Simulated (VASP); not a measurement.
Set up this calculation in VASP 6.6.1, as the native input.

| Item | Value |
| --- | --- |
| Task | single point |
| Functional | PBE |
| Potentials or basis | VASP PAW PBE potentials, release 64 (Mo_sv) |
| Cutoff | 500 eV |
| k mesh | 10 × 10 × 10 |
| Occupations | fermi-dirac, width 0.1 eV |
| Spin | non-collinear spin, zero start, spin-orbit coupling |
| Starting moments | [[0, 0, 0]] μB |
| Dipole correction | no |
| Further INCAR settings | ALGO = Normal; EDIFF = 1e-06; NBANDS = 25 |

The structure of Mo lies in POSCAR:

```
Mo
1.0
   -1.5838090000      1.5838090000      1.5838090000
    1.5838090000     -1.5838090000      1.5838090000
    1.5838090000      1.5838090000     -1.5838090000
Mo
1
Direct
    0.0000000000      0.0000000000      0.0000000000
```

These files were run (other wordings do the same):

INCAR

```
SYSTEM = Mo
PREC     = Accurate       ! precision mode
ENCUT    = 500            ! plane-wave cutoff, eV
EDIFF    = 1E-6           ! SCF threshold, eV
ISMEAR   = -1             ! smearing method
SIGMA    = 0.1            ! smearing width, eV
LREAL    = .FALSE.        ! projectors in reciprocal space
LASPH    = .TRUE.         ! aspherical terms in the spheres
NELM     = 200            ! most SCF steps
ALGO     = Normal         ! electronic algorithm
ISIF     = 2              ! what is computed and relaxed
LWAVE    = .FALSE.        ! write WAVECAR
LCHARG   = .TRUE.         ! write CHGCAR
MAGMOM   = 0 0 0          ! initial moments
LORBIT   = 11             ! projections on sites
LSORBIT  = .TRUE.         ! spin-orbit coupling
GGA_COMPAT= .FALSE.      
LORBMOM  = .TRUE.       
LMAXMIX  = 4              ! l up to which the mixer works
GGA      = PE             ! functional
LVHAR    = .TRUE.       
NBANDS   = 25             ! bands
```

KPOINTS

```
Automatic mesh
0
G
  10 10 10
  0 0 0
```

Potentials or basis: VASP PAW PBE potentials, release 64 (Mo_sv).

Run with:

```sh
$ cat potpaw_PBE.64/Mo_sv/POTCAR > POTCAR
$ mpirun -np 1 vasp_ncl > vasp.out
```

Results of the run:

```
Pressure                                              : -1.1 GPa
Net moment                                            : 0.00 μB per cell
Valence electrons inside the program's atomic spheres : Mo 12.47
```

It took 28 s on 1 thread of Intel(R) Xeon(R) Platinum 8488C (Sapphire Rapids), on a shared host, peak memory 0.17 GiB.
